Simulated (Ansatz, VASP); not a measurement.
One calculation of Zn, two programs

```xyz
1
Lattice="-1.5129 1.5129 1.5129 1.5129 -1.5129 1.5129 1.5129 1.5129 -1.5129" Properties=species:S:1:pos:R:3 pbc="T T T"
Zn    0.0000    0.0000    0.0000
```

Alike in both runs: task single point; functional r2SCAN; k mesh 16 × 16 × 16; occupations fermi-dirac, width 0.1 eV; no spin polarisation.

|  | VASP | Ansatz |
| --- | --- | --- |
| version | VASP 6.6.1 | Ansatz 0.2.0 |
| potentials or method | VASP PAW PBE potentials, release 64 (Zn), cutoff 520 eV | plane waves (500 eV) with PAW, scalar-relativistic |
| valence electrons in the cell | 12 | 12 |

```csv
,VASP,Ansatz,Ansatz less VASP
pressure (GPa),4.3,3.9,-0.41
```

VASP's potentials were made for PBE, not for r2SCAN.
